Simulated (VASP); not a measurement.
The system is Zn8Se5S3.

```
Zn Se S
1.0
    11.05615    0.00000    0.00000
     0.00000   11.05615    0.00000
     0.00000    0.00000   11.05615
Zn Se S
32 20 12
Direct
  0.99949 0.99989 0.00293
  0.99986 0.99917 0.50313
  0.99884 0.49954 0.99879
  0.99909 0.49880 0.50343
  0.50058 0.00107 0.00038
  0.49921 0.99647 0.49740
  0.49743 0.49960 0.99905
  0.49815 0.49768 0.50114
  0.24988 0.24999 0.00038
  0.25033 0.25090 0.49806
  0.25138 0.75203 0.00187
  0.24770 0.74710 0.50029
  0.75014 0.25047 0.00102
  0.75096 0.24583 0.49846
  0.74926 0.75023 0.00222
  0.75430 0.75342 0.50045
  0.25017 0.00071 0.24733
  0.25086 0.00034 0.75206
  0.24834 0.49861 0.24824
  0.25100 0.50119 0.74895
  0.75487 0.00293 0.24929
  0.74867 0.99950 0.74640
  0.74850 0.49943 0.25047
  0.75147 0.50026 0.75253
  0.99969 0.24913 0.24916
  0.99932 0.25079 0.75295
  0.00074 0.74910 0.25124
  0.99982 0.75052 0.74863
  0.50102 0.24934 0.24924
  0.50131 0.25018 0.75006
  0.49904 0.74774 0.24870
  0.49738 0.74893 0.74900
  0.12321 0.12879 0.12265
  0.12558 0.12442 0.62255
  0.62872 0.12139 0.62487
  0.62662 0.62762 0.12297
  0.62578 0.62553 0.62347
  0.37356 0.37903 0.12557
  0.37637 0.37566 0.62212
  0.37356 0.87324 0.12718
  0.87523 0.37598 0.62042
  0.87255 0.87371 0.12800
  0.87412 0.87716 0.62587
  0.37611 0.12372 0.37472
  0.37689 0.12712 0.87487
  0.37638 0.62757 0.37512
  0.37538 0.62750 0.87253
  0.87545 0.62466 0.37403
  0.12775 0.87689 0.87335
  0.62187 0.37523 0.37039
  0.62302 0.87846 0.37223
  0.62062 0.87247 0.87614
  0.12409 0.62725 0.12670
  0.12370 0.62587 0.62173
  0.62385 0.12299 0.12483
  0.37589 0.87587 0.62708
  0.87570 0.37372 0.12474
  0.87546 0.12434 0.37391
  0.87325 0.12569 0.87549
  0.87422 0.62364 0.87234
  0.12538 0.37655 0.37601
  0.12540 0.37541 0.87272
  0.12521 0.87434 0.37708
  0.62400 0.37318 0.87193
```

```yaml
Program: VASP 6.6.1
Task: relaxation of volume and atoms at fixed shape
Functional: PBEsol
Potentials_or_basis: VASP PAW PBE potentials, release 64 (Zn, Se, S)
Cutoff: 500 eV
k_mesh: 1 × 1 × 1, shifted
Occupations: fermi-dirac, width 0.05 eV
Spin: no spin polarisation
```

At the start: pressure 0.7 GPa; volume 21.12 Å³/atom.

Where does the relaxation end?

Over 14 steps the energy falls by 21.0 meV/atom and the volume is 21.19 Å³/atom (+0.4 %); space group P1 (No. 1, to 0.1 Å) before and after.

The path:
| step | energy change (eV) | largest force (eV/Å) | pressure (GPa) | volume (Å³) |
| --- | --- | --- | --- | --- |
| 1 | 0.0000 | 1.1386 | 0.67 | 1351.49 |
| 2 | -0.7985 | 0.5577 | -0.46 | 1368.86 |
| 3 | -0.9629 | 0.3725 | -1.13 | 1381.37 |
| 4 | -1.2005 | 0.2736 | 0.24 | 1352.75 |
| 5 | -1.2043 | 0.2796 | 0.46 | 1348.52 |
| 6 | -1.2974 | 0.1595 | 0.17 | 1353.29 |
| 7 | -1.3150 | 0.1323 | -0.01 | 1356.42 |
| 8 | -1.3306 | 0.0762 | -0.03 | 1356.70 |
| 9 | -1.3349 | 0.0682 | -0.05 | 1356.95 |
| 10 | -1.3390 | 0.0346 | 0.05 | 1355.19 |
| 11 | -1.3395 | 0.0343 | 0.11 | 1354.08 |
| 12 | -1.3413 | 0.0354 | -0.05 | 1357.18 |
| 13 | -1.3413 | 0.0333 | -0.03 | 1356.68 |
| 14 | -1.3424 | 0.0166 | -0.01 | 1356.39 |

Final structure:
```xyz
64
Lattice="11.0695 0.0000 0.0000 0.0000 11.0695 0.0000 0.0000 0.0000 11.0695" Properties=species:S:1:pos:R:3 pbc="T T T"
Zn   11.0167    0.0600   11.0155
Zn   11.0694    0.0076    5.4355
Zn   11.0592    5.5269    0.0148
Zn    0.0950    5.5310    5.5545
Zn    5.5925    0.0571    0.0625
Zn    5.4721   11.0219    5.5896
Zn    5.5753    5.4798   10.9989
Zn    5.5347    5.5286    5.5234
Zn    2.6947    2.8336   11.0107
Zn    2.7073    2.8297    5.4710
Zn    2.7053    8.2424    0.0545
Zn    2.6934    8.3449    5.5917
Zn    8.3241    2.7879    0.0102
Zn    8.3762    2.7121    5.4900
Zn    8.3804    8.2513   11.0110
Zn    8.3279    8.3046    5.5242
Zn    2.6875   11.0319    2.8102
Zn    2.8133   11.0337    8.2572
Zn    2.6581    5.5359    2.7589
Zn    2.6444    5.5361    8.3008
Zn    8.3235    0.1120    2.7533
Zn    8.3723    0.0600    8.3590
Zn    8.3846    5.4765    2.6995
Zn    8.3209    5.5260    8.4024
Zn   11.0151    2.8404    2.7983
Zn   11.0657    2.7670    8.4074
Zn    0.1024    8.3077    2.7612
Zn   11.0667    8.1882    8.3005
Zn    5.5707    2.7097    2.6959
Zn    5.6042    2.8325    8.3433
Zn    5.5409    8.2843    2.7590
Zn    5.4691    8.3550    8.2553
Se    1.3379    1.4204    1.3890
Se    1.3625    1.3931    6.9087
Se    6.9325    1.3788    6.9194
Se    6.9482    6.8847    1.3456
Se    6.9288    6.9138    6.9441
Se    4.1282    4.1581    1.3688
Se    4.1152    4.1605    6.9334
Se    4.1258    9.6897    1.3875
Se    9.7083    4.1463    6.9401
Se    9.7017    9.6933    1.3849
Se    9.7243    9.6913    6.9254
Se    4.1298    1.3764    4.1415
Se    4.1599    1.4054    9.6871
Se    4.0837    6.9283    4.1598
Se    4.1137    6.9003    9.6669
Se    9.7417    6.8962    4.1311
Se    1.3623    9.6647    9.6707
Se    6.9476    4.1195    4.1147
Se    6.9272    9.7195    4.1366
Se    6.9291    9.6911    9.6845
S     1.3412    6.8836    1.3755
S     1.3730    6.9151    6.9153
S     6.9725    1.4173    1.3584
S     4.1062    9.6655    6.8975
S     9.7087    4.1339    1.3426
S     9.7164    1.3990    4.1138
S     9.6690    1.4327    9.7144
S     9.7232    6.8689    9.6952
S     1.3424    4.1670    4.1278
S     1.3266    4.1845    9.6939
S     1.3716    9.6701    4.1647
S     6.9704    4.1349    9.7087
```

Caveat: the PAW data sets were made with another functional, which shifts forces and pressure a little.
